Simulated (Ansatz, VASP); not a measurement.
SnGe2: VASP beside Ansatz

```
Sn Ge
1.0
     4.89255    0.00000    0.00000
    -2.44627    4.23707    0.00000
     0.00000    0.00000    6.13984
Sn Ge
2 4
Direct
  0.33333 0.66667 0.28000
  0.66667 0.33333 0.72000
  0.00000 0.00000 0.00000
  0.00000 0.00000 0.50000
  0.33333 0.66667 0.78000
  0.66667 0.33333 0.22000
```

Change from the starting cell: species swapped into the Fe2Si type (P-3m1, No. 164).

Alike in both runs: task relaxation of cell and atoms; functional PBE; k mesh 4 × 4 × 3; occupations gaussian, width 0.2 eV; no spin polarisation.

|  | VASP | Ansatz |
| --- | --- | --- |
| version | VASP 6.6.1 | Ansatz 0.2.0 |
| potentials or method | VASP PAW PBE potentials, release 64 (Sn_d, Ge_d), cutoff 600 eV | scalar-relativistic, plane waves, PAW |
| valence electrons in the cell | 84 | 84 |

```csv
,VASP,Ansatz,Ansatz less VASP
"gap on the k mesh at the Fermi level, each at its own relaxed structure (eV)",none,none,-
relaxed volume (Å³/atom),21.85,21.99,+0.139
relaxed cell length with the largest relative difference (Å),5.092,5.121,+0.0288
```

A gap of «none» marks a metal or a gap that the smearing closes.

The k mesh is coarse, so the values compare programs but aren't converged.
